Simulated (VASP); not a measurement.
Set up this calculation in VASP 6.6.1, as the native input.

| Item | Value |
| --- | --- |
| Task | single point |
| Functional | PBE |
| Potentials or basis | VASP PAW PBE potentials, release 64 (C, O) |
| Cutoff | 520 eV |
| k mesh | 4 × 4 × 4 |
| Occupations | gaussian, width 0.02 eV |
| Spin | no spin polarisation |
| Dipole correction | no |
| Further INCAR settings | ALGO = Normal; EDIFF = 1e-06; NBANDS = 44 |

The structure of CO2 lies in POSCAR:

```
CO2
1.0
    6.0374685813      0.0000000000      0.0000000000
    0.0000000000      6.0374685813      0.0000000000
    0.0000000000      0.0000000000      6.0374685813
C O
4 8
Direct
    0.0000000000      0.0000000000      0.0000000000
    0.5000000000      0.0000000000      0.5000000000
    0.5000000000      0.5000000000      0.0000000000
    0.0000000000      0.5000000000      0.5000000000
    0.1118537011      0.1118537011      0.1118537011
    0.3881462989      0.8881462989      0.6118537011
    0.6118537011      0.3881462989      0.8881462989
    0.8881462989      0.6118537011      0.3881462989
    0.8881462989      0.8881462989      0.8881462989
    0.6118537011      0.1118537011      0.3881462989
    0.3881462989      0.6118537011      0.1118537011
    0.1118537011      0.3881462989      0.6118537011
```

The input as run:

INCAR

```
SYSTEM = CO2
  PREC = Accurate
  ENCUT = 520
  EDIFF = 1E-6
  ISMEAR = 0
  SIGMA = 0.02
  LREAL = .False.
  LASPH = .True.
  NELM = 100
  ALGO = Normal
  ISIF = 2
  LWAVE = .False.
  LCHARG = .True.
  GGA = PE
  LELF = .True.
  LVHAR = .True.
  NBANDS = 44
```

KPOINTS

```
Automatic mesh
0
Gamma
  4 4 4
  0 0 0
```

Potentials or basis: VASP PAW PBE potentials, release 64 (C, O).

Launch:

```console
$ cat potpaw_PBE.64/C/POTCAR potpaw_PBE.64/O/POTCAR > POTCAR
$ mpirun -np 1 vasp_std > vasp.out
```

Results of the run:

```
Pressure               : 1.3 GPa
Largest force          : 0.638 eV/Å
Band gap on the k mesh : 6.63 eV, direct
```

Wall time 80 s on 1 thread of Intel(R) Xeon(R) Platinum 8488C (Sapphire Rapids), on a shared host, peak memory 0.33 GiB.
